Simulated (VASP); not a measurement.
# TiRh (P4/mmm) in VASP: single point with LDA

Aim: the single point of TiRh with LDA.

Program: VASP 6.6.1. These are calculated values, not measurements. Logs are shortened: lines on timing, memory, paths and dates and some standing lists are left out, and cuts for length are marked.

## 1. The cell of the first run

The structure is tetragonal, space group P4/mmm (No. 123). The conventional cell has a = 2.988 Å, b = 2.988 Å, c = 3.350 Å, α = 90.00°, β = 90.00°, γ = 90.00°. Within 3.6 Å of Ti (site symmetry 4/mmm) lie 8 Rh at 2.70 Å and 6 Ti at 2.99 to 3.35 Å. Within 3.6 Å of Rh (site symmetry 4/mmm) lie 8 Ti at 2.70 Å and 6 Rh at 2.99 to 3.35 Å.

## 2. Single point, LDA

File INCAR:

```
SYSTEM = TiRh
PREC = Accurate
ENCUT = 500
EDIFF = 1E-6
ISMEAR = -1
SIGMA = 0.1
LREAL = .False.
LASPH = .True.
NELM = 120
ALGO = Normal
ISIF = 2
LWAVE = .False.
LCHARG = .True.
LELF = .True.
LVHAR = .True.
NBANDS = 20
GGA_COMPAT = .False.
```

File KPOINTS:

```
regular mesh
0
Gamma
  14 14 12
  0 0 0
```

File POSCAR:

```
TiRh
1.0
    2.9880000000      0.0000000000      0.0000000000
    0.0000000000      2.9880000000      0.0000000000
    0.0000000000      0.0000000000      3.3500000000
Ti Rh
1 1
Direct
    0.5000000000      0.5000000000      0.5000000000
    0.0000000000      0.0000000000      0.0000000000
```

Potentials or basis: VASP PAW LDA potentials, release 64 (Ti_sv, Rh_pv).

Run with:

```bash
$ cat potpaw_LDA.64/Ti_sv/POTCAR potpaw_LDA.64/Rh_pv/POTCAR > POTCAR
$ mpirun -np 1 vasp_std > vasp.out
```

OUTCAR:

```text
SYSTEM = TiRh
   PREC = Accurate
   ENCUT = 500
   EDIFF = 1E-6
   ISMEAR = -1
   LREAL = .False.
   LASPH = .True.
   NELM = 120
   ISIF = 2

 ion  position               nearest neighbor table
   1  0.500  0.500  0.500-   2 2.70   2 2.70   2 2.70   2 2.70   2 2.70   2 2.70   2 2.70   2 2.70

   2  0.000  0.000  0.000-   1 2.70   1 2.70   1 2.70   1 2.70   1 2.70   1 2.70   1 2.70   1 2.70

  LATTYP: Found a simple tetragonal cell.
 ALAT       =     2.9880000000
 C/A-ratio  =     1.1211512718

  Lattice vectors:

 A1 = (   2.9880000000,   0.0000000000,   0.0000000000)
 A2 = (   0.0000000000,   2.9880000000,   0.0000000000)
 A3 = (   0.0000000000,   0.0000000000,   3.3500000000)

Analysis of symmetry for initial positions (statically):
=====================================================================
 Subroutine PRICEL returns:
 Original cell was already a primitive cell.

 Routine SETGRP: Setting up the symmetry group for a
 simple tetragonal supercell.

 Subroutine GETGRP returns: Found 16 space group operations
 (whereof 16 operations were pure point group operations)
 out of a pool of 16 trial point group operations.

The static configuration has the point symmetry D_4h.

Analysis of symmetry for dynamics (positions and initial velocities):
=====================================================================
 Subroutine PRICEL returns:
 Original cell was already a primitive cell.

 Routine SETGRP: Setting up the symmetry group for a
 simple tetragonal supercell.

 Subroutine GETGRP returns: Found 16 space group operations
 (whereof 16 operations were pure point group operations)
 out of a pool of 16 trial point group operations.

The dynamic configuration has the point symmetry D_4h.

 Subroutine INISYM returns: Found 16 space group operations
 (whereof 16 operations are pure point group operations),
 and found     1 'primitive' translations

----------------------------------------------------------------------------------------

                                     Primitive cell

  volume of cell :      29.9093

  direct lattice vectors                    reciprocal lattice vectors
     2.988000000  0.000000000  0.000000000     0.334672021  0.000000000  0.000000000
     0.000000000  2.988000000  0.000000000     0.000000000  0.334672021  0.000000000
     0.000000000  0.000000000  3.350000000     0.000000000  0.000000000  0.298507463

  length of vectors
     2.988000000  2.988000000  3.350000000     0.334672021  0.334672021  0.298507463

  position of ions in fractional coordinates (direct lattice)
     0.500000000  0.500000000  0.500000000
     0.000000000  0.000000000  0.000000000

  ion indices of the primitive-cell ions
   primitive index   ion index
                 1           1
                 2           2

----------------------------------------------------------------------------------------

 KPOINTS: regular mesh

Automatic generation of k-mesh.
 Grid dimensions read from file:
 generate k-points for:   14   14   12

 Generating k-lattice:

  Cartesian coordinates                     Fractional coordinates (reciprocal lattice)
     0.023905144  0.000000000  0.000000000     0.071428571  0.000000000  0.000000000
     0.000000000  0.023905144  0.000000000     0.000000000  0.071428571  0.000000000
     0.000000000  0.000000000  0.024875622     0.000000000  0.000000000  0.083333333

  Length of vectors
     0.023905144  0.023905144  0.024875622

  Shift w.r.t. Gamma in fractional coordinates (k-lattice)
     0.000000000  0.000000000  0.000000000

 Subroutine IBZKPT returns following result:
 ===========================================

 Found    252 irreducible k-points:

 Following reciprocal coordinates:
            Coordinates               Weight
  0.000000  0.000000  0.000000      1.000000
  0.071429  0.000000  0.000000      4.000000
  0.142857  0.000000  0.000000      4.000000
  0.214286  0.000000  0.000000      4.000000
  0.285714  0.000000  0.000000      4.000000
  0.357143  0.000000  0.000000      4.000000
[... 16 lines left out ...]
  0.285714  0.214286  0.000000      8.000000
  0.357143  0.214286  0.000000      8.000000
 [... further k-points ...]
   k-points           NKPTS =    252   k-points in BZ     NKDIM =    252   number of bands    NBANDS=     20
   number of dos      NEDOS =    301   number of ions     NIONS =      2
   total plane-waves  NPLWV =  13824
   dimension x,y,z NGX =    24 NGY =   24 NGZ =   24
   dimension x,y,z NGXF=    48 NGYF=   48 NGZF=   48
   ions per type =               1   1
   NGX,Y,Z   is equivalent  to a cutoff of  13.35, 13.35, 11.91 a.u.
   NGXF,Y,Z  is equivalent  to a cutoff of  26.71, 26.71, 23.82 a.u.
 SYSTEM =  TiRh
   PREC   = accura    normal or accurate (medium, high low for compatibility)
   ISTART =      0    job   : 0-new  1-cont  2-samecut
   ICHARG =      2    charge: 1-file 2-atom 10-const
   ISPIN  =      1    spin polarized calculation?
   LNONCOLLINEAR =      F non collinear calculations
   LSORBIT =      F    spin-orbit coupling
   LASPH  =      T    aspherical Exc in radial PAW
   ENCUT  =  500.0 eV  36.75 Ry    6.06 a.u.   5.45  5.45  6.11*2*pi/ulx,y,z
   NELM   =    120;   NELMIN=  2; NELMDL= -5     # of ELM steps
   EDIFF  = 0.1E-05   stopping-criterion for ELM
   LREAL  =      F    real-space projection
   EDIFFG = 0.1E-04   stopping-criterion for IOM
   NSW    =      0    number of steps for IOM
   IBRION =     -1    ionic relax: 0-MD 1-quasi-New 2-CG
   NFREE  =      0    steps in history (QN), initial steepest desc. (CG)
   ISIF   =      2    stress and relaxation
   ISYM   =      2    0-nonsym 1-usesym 2-fastsym
   POTIM  = 0.5000    time-step for ionic-motion
   TEBEG  =    0.0;   TEEND  =   0.0 temperature during run
   PSTRESS=    0.0 pullay stress
   NELECT =      27.0000    total number of electrons
   NUPDOWN=      -1.0000    fix difference up-down
   EMIN   =  10.00;   EMAX   =-10.00  energy-range for DOS
   EFERMI =   0.00;   METHOD = LEGACY
   ISMEAR =    -1;   SIGMA  =   0.10  broadening in eV -4-tet -1-fermi 0-gaus
   EFERMI_NEDOS =   21; number of points for ismear=-14 and -15
   IALGO  =     38    algorithm
   IMIX   =      4    mixing-type and parameters
     AMIX     =   0.40;   BMIX     =  1.00
     AMIX_MAG =   1.60;   BMIX_MAG =  1.00
  volume/ion in A,a.u.               =      14.95       100.92
  Fermi-wavevector in a.u.,A,eV,Ry     =   1.582198  2.989920 34.060139  2.503350
  Thomas-Fermi vector in A             =   2.682157
   LORBIT       =      0    0 simple, 1 ext, 2 COOP (PROOUT), +10 PAW based schemes
   GGA     = CA    functional components
   LHFCALC =     F    Hartree Fock is set to
   AEXX    =    0.0000 exact exchange contribution
   IVDW    =     0    specifies the selected vdW correction
   LEPSILON=     F    determine dielectric tensor
   LRPA    =     F    only Hartree local field effects (RPA)
 non-spin polarized calculation
  energy-cutoff  :      500.00
  volume of cell :       29.91
 maximum number of plane-waves:       778
 NGX is ok and might be reduce to    24
   NGX = 11   NGY = 11   NGZ = 13

 number of electron      26.9999984 magnetization

 Free energy of the ion-electron system (eV)
  ---------------------------------------------------
  ext. energy  EPLUGINS =         0.00000000
  ---------------------------------------------------
  free energy    TOTEN  =       -18.71590757 eV

  energy without entropy =      -18.63408104  energy(sigma->0) =      -18.67499431

 E-fermi :  10.4687     XC(G=0): -13.1745

 val. band max:       10.4679810539   @ k =   0.3571   0.1429   0.0000
 cond. band min:      10.4720505362   @ k =   0.4286   0.2857   0.3333
 fundamental gap:      0.0040694824
 Fermi energy:        10.4687443622

 k-point     1 :       0.0000    0.0000    0.0000
  band No.  band energies     occupation
      1     -46.2823      2.00000
      2     -36.0464      2.00000
      3     -36.0079      2.00000
      4     -36.0079      2.00000
      5     -22.8518      2.00000
      6     -22.7486      2.00000
[... 12 lines left out ...]
     19      16.9865      0.00000
     20      20.3460      0.00000

 k-point     2 :       0.0714    0.0000    0.0000
  band No.  band energies     occupation
      1     -46.2810      2.00000
      2     -36.0455      2.00000
      3     -36.0142      2.00000
      4     -36.0072      2.00000
      5     -22.8512      2.00000
      6     -22.7639      2.00000
[... 12 lines left out ...]
     19      17.3750      0.00000
     20      19.8794      0.00000

 k-point     3 :       0.1429    0.0000    0.0000
  band No.  band energies     occupation
      1     -46.2770      2.00000
      2     -36.0433      2.00000
      3     -36.0321      2.00000
      4     -36.0053      2.00000
      5     -22.8497      2.00000
      6     -22.8067      2.00000
[... 12 lines left out ...]
     19      18.3244      0.00000
     20      18.7562      0.00000

 k-point     4 :       0.2143    0.0000    0.0000
  band No.  band energies     occupation
      1     -46.2713      2.00000
      2     -36.0577      2.00000
      3     -36.0400      2.00000
      4     -36.0027      2.00000
      5     -22.8680      2.00000
      6     -22.8474      2.00000
[... 12 lines left out ...]
     19      17.3960      0.00000
     20      19.5609      0.00000

 k-point     5 :       0.2857    0.0000    0.0000
  band No.  band energies     occupation
      1     -46.2650      2.00000
      2     -36.0861      2.00000
      3     -36.0364      2.00000
      4     -35.9997      2.00000
      5     -22.9354      2.00000
      6     -22.8449      2.00000
[... 12 lines left out ...]
     19      16.0700      0.00000
     20      20.9500      0.00000

 k-point     6 :       0.3571    0.0000    0.0000
  band No.  band energies     occupation
      1     -46.2593      2.00000
      2     -36.1116      2.00000
      3     -36.0331      2.00000
      4     -35.9970      2.00000
      5     -22.9957      2.00000
      6     -22.8427      2.00000
[... 12 lines left out ...]
     19      14.9840      0.00000
     20      22.4175      0.00000

 k-point     7 :       0.4286    0.0000    0.0000
  band No.  band energies     occupation
      1     -46.2553      2.00000
      2     -36.1291      2.00000
      3     -36.0309      2.00000
      4     -35.9951      2.00000
      5     -23.0371      2.00000
      6     -22.8411      2.00000
[... 12 lines left out ...]
     19      14.3276      0.00000
     20      23.8836      0.00000
[... 277 lines left out ...]
 k-point    20 :       0.4286    0.1429    0.0000
  band No.  band energies     occupation
      1     -46.2491      2.00000
      2     -36.1285      2.00000
      3     -36.0284      2.00000
      4     -36.0212      2.00000
      5     -23.0267      2.00000
      6     -22.8350      2.00000
[... 12 lines left out ...]
     19      14.4450      0.00000
     20      23.6290      0.00000

 k-point    21 :       0.5000    0.1429    0.0000
  band No.  band energies     occupation
      1     -46.2476      2.00000
      2     -36.1348      2.00000
      3     -36.0276      2.00000
      4     -36.0207      2.00000
      5     -23.0410      2.00000
      6     -22.8342      2.00000
[... 12 lines left out ...]
     19      14.1272      0.00000
     20      24.2836      0.00000

 k-point    22 :       0.2143    0.2143    0.0000
  band No.  band energies     occupation
      1     -46.2595      2.00000
      2     -36.0564      2.00000
      3     -36.0518      2.00000
      4     -36.0342      2.00000
      5     -22.8647      2.00000
      6     -22.8458      2.00000
[... 12 lines left out ...]
     19      18.0709      0.00000
     20      19.8590      0.00000

 k-point    23 :       0.2857    0.2143    0.0000
  band No.  band energies     occupation
      1     -46.2528      2.00000
      2     -36.0835      2.00000
      3     -36.0519      2.00000
      4     -36.0309      2.00000
      5     -22.9204      2.00000
      6     -22.8468      2.00000
[... 12 lines left out ...]
     19      16.9344      0.00000
     20      20.3720      0.00000

 k-point    24 :       0.3571    0.2143    0.0000
  band No.  band energies     occupation
      1     -46.2467      2.00000
      2     -36.1097      2.00000
      3     -36.0501      2.00000
      4     -36.0278      2.00000
      5     -22.9767      2.00000
      6     -22.8410      2.00000
[... 12 lines left out ...]
     19      15.6078      0.00000
     20      21.2533      0.00000

 [... further k-points ...]

------------------------ aborting loop because EDIFF is reached ----------------------------------------

  FORCE on cell =-STRESS in cart. coord.  units (eV):
  Direction    XX          YY          ZZ          XY          YZ          ZX
  --------------------------------------------------------------------------------------
  -------------------------------------------------------------------------------------
  Total       -2.2534974     -2.2534974     -1.8867249      0.0000000      0.0000000     -0.0000000
  in kB     -120.7151159   -120.7151159   -101.0678834      0.0000000      0.0000000     -0.0000000
  external PRESSURE =    -114.1660384 kB  Pullay stress =       0.0000000 kB

 VOLUME and BASIS-vectors are now :
 -----------------------------------------------------------------------------
  energy-cutoff  :      500.00
  volume of cell :       29.91
      direct lattice vectors                 reciprocal lattice vectors
     2.988000000  0.000000000  0.000000000     0.334672021  0.000000000  0.000000000
     0.000000000  2.988000000  0.000000000     0.000000000  0.334672021  0.000000000
     0.000000000  0.000000000  3.350000000     0.000000000  0.000000000  0.298507463

 POSITION                                       TOTAL-FORCE (eV/Angst)
 -----------------------------------------------------------------------------------
      1.49400      1.49400      1.67500         0.000000      0.000000      0.000000
      0.00000      0.00000      0.00000         0.000000      0.000000      0.000000
 -----------------------------------------------------------------------------------
    total drift:                                0.000000      0.000000     -0.000000

  FREE ENERGIE OF THE ION-ELECTRON SYSTEM (eV)
  ---------------------------------------------------
  free  energy   TOTEN  =       -18.7159075710 eV

  energy  without entropy=      -18.6340810395  energy(sigma->0) =      -18.67499431
```

Run time: 36 s. Hardware: 1 thread of Intel Xeon 6975P-C (Granite Rapids), shared host; peak memory 0.24 GiB.

What came out:

```yaml
Free_energy: -18.7159 eV
Pressure: -11.4 GPa
Band_gap_on_the_k_mesh: zero (an odd number of electrons rules out a gap without spin polarisation)
```

Levels at points of the mesh, in eV from the Fermi level:
| k point | band 9 | band 10 | band 11 | band 12 | band 13 | band 14 | band 15 | band 16 | band 17 | band 18 |
| --- | --- | --- | --- | --- | --- | --- | --- | --- | --- | --- |
| (0.00, 0.00, 0.00) | -5.17 | -5.05 | -2.42 | -2.42 | -1.73 | 0.33 | 1.22 | 2.52 | 2.64 | 2.64 |
| (0.50, 0.00, 0.00) | -3.73 | -3.20 | -3.00 | -2.39 | -1.65 | -0.93 | -0.19 | 0.59 | 1.19 | 1.56 |
| (0.50, 0.50, 0.00) | -4.91 | -4.11 | -4.11 | -0.42 | 0.67 | 1.47 | 1.47 | 1.96 | 2.78 | 2.86 |
| (0.00, 0.00, 0.50) | -4.12 | -3.79 | -2.23 | -2.23 | -1.32 | -1.24 | -0.43 | 0.77 | 0.77 | 1.88 |
| (0.50, 0.00, 0.50) | -5.02 | -3.24 | -3.12 | -1.30 | 0.11 | 0.62 | 0.67 | 0.77 | 2.44 | 2.64 |
| (0.50, 0.50, 0.50) | -3.80 | -3.80 | -2.01 | -1.54 | -1.54 | -0.99 | -0.39 | 2.22 | 2.81 | 8.39 |

Caveat: the cell stands under tension.
